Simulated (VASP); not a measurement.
Wanted: the native input for a VASP 6.6.1 run.

| Quantity | Value |
| --- | --- |
| Task | single point |
| Functional | PBE |
| Potentials or basis | VASP PAW PBE potentials, release 64 (Al) |
| Cutoff | 520 eV |
| k mesh | 12 × 12 × 1 |
| Occupations | gaussian, width 0.1 eV |
| Spin | no spin polarisation |
| Dipole correction | yes |
| Further INCAR settings | ALGO = Normal; EDIFF = 1e-07; NBANDS = 16 |

The structure of Al lies in POSCAR:

```
Al
1.0
    2.8571513840      0.0000000000      0.0000000000
   -1.4285756920      2.4743656810      0.0000000000
    0.0000000000      0.0000000000     24.3314173450
Al
5
Direct
    0.6666666667      0.3333333333      0.3082434489
    0.3333333333      0.6666666667      0.4041217245
    0.0000000000      0.0000000000      0.5000000000
    0.6666666667      0.3333333333      0.5958782755
    0.3333333333      0.6666666667      0.6917565511
```

One way to write it, as run:

INCAR

```
SYSTEM = Al
ALGO     = Normal         ! electronic algorithm
DIPOL    = 0.5 0.5 0.500
EDIFF    = 1E-7           ! SCF threshold, eV
ENCUT    = 520            ! plane-wave cutoff, eV
GGA      = PE             ! functional
IDIPOL   = 3            
ISIF     = 2              ! what is computed and relaxed
ISMEAR   = 0              ! smearing method
LASPH    = .TRUE.         ! aspherical terms in the spheres
LCHARG   = .FALSE.        ! write CHGCAR
LDIPOL   = .TRUE.       
LREAL    = .FALSE.        ! projectors in reciprocal space
LWAVE    = .FALSE.        ! write WAVECAR
NBANDS   = 16             ! bands
NELM     = 80             ! most SCF steps
PREC     = Accurate       ! precision mode
SIGMA    = 0.1            ! smearing width, eV
```

KPOINTS

```
k-points
0
G
  12 12 1
  0 0 0
```

Potentials or basis: VASP PAW PBE potentials, release 64 (Al).

Run with:

```console
$ cat potpaw_PBE.64/Al/POTCAR > POTCAR
$ mpirun -np 1 vasp_std > vasp.out
```

Results of the run:

```
Largest force : 0.105 eV/Å
```

It took 37 s on 1 thread of Intel(R) Xeon(R) 6975P-C (Granite Rapids), with other jobs on the host, peak memory 0.31 GiB.
